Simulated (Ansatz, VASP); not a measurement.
CsPbCl3 in VASP and in Ansatz

File INCAR:

```
SYSTEM = CsPbCl3
PREC = Accurate
ENCUT = 520
EDIFF = 1E-7
ISMEAR = 0
SIGMA = 0.05
LREAL = .False.
LASPH = .True.
NELM = 60
ALGO = Normal
ISIF = 2
LWAVE = .False.
LCHARG = .True.
GGA = CA
LELF = .True.
LVHAR = .True.
NBANDS = 30
```

Contents of KPOINTS:

```
Automatic mesh
0
Gamma
  6 6 6
  0 0 0
```

The input POSCAR:

```
CsPbCl3
1.0
    5.9315885975      1.4828971494      1.4828971494
    1.4828971494      5.9315885975      1.4828971494
    1.4828971494      1.4828971494      5.9315885975
Cs Pb Cl
1 1 3
Direct
    0.0000000000      0.0000000000      0.0000000000
    0.5000000000      0.5000000000      0.5000000000
    0.0000000000      0.5000000000      0.5000000000
    0.5000000000      0.0000000000      0.5000000000
    0.5000000000      0.5000000000      0.0000000000
```

Input for Ansatz:

```yaml
crystal:
  lattice:
    - [5.9315885975, 1.4828971494, 1.4828971494]
    - [1.4828971494, 5.9315885975, 1.4828971494]
    - [1.4828971494, 1.4828971494, 5.9315885975]
  atoms:
    - { symbol: Cs, position: [0.0, 0.0, 0.0] }
    - { symbol: Pb, position: [0.5, 0.5, 0.5] }
    - { symbol: Cl, position: [0.0, 0.5, 0.5] }
    - { symbol: Cl, position: [0.5, 0.0, 0.5] }
    - { symbol: Cl, position: [0.5, 0.5, 0.0] }
basis:
  ecutwfc: 420
kpoints:
  mp_grid: { grid: [6, 6, 6] }
hamiltonian:
  xc: lda
scf:
  occupations: { method: gaussian, width: 0.05 }
output:
  forces: true
  stress: true
  eigenvalues: true
```

Alike in both runs: task single point; functional LDA; k mesh 6 × 6 × 6; occupations gaussian, width 0.05 eV; no spin polarisation.

|  | VASP | Ansatz |
| --- | --- | --- |
| version | VASP 6.6.1 | Ansatz 0.2.0 |
| potentials or method | VASP PAW LDA potentials, release 64 (Cs_sv, Pb_d, Cl), cutoff 520 eV | scalar-relativistic, plane waves, PAW |
| valence electrons in the cell | 44 | 44 |

|  | VASP | Ansatz | Ansatz less VASP |
| --- | --- | --- | --- |
| gap on the k mesh at the Fermi level (eV) | 0.35 | 0.35 | -0.002 |
| least direct gap on the mesh (eV) | 0.35 | 0.35 | -0.002 |
| pressure (GPa) | 0.3 | 0.2 | -0.07 |
| traceless stress, the component that is largest in VASP (GPa) | -5.71 | -5.66 | +0.049 |

LDA's correlation is that of Perdew and Zunger in VASP and of Perdew and Wang (1992) in Ansatz.

Spin-orbit coupling is off throughout.
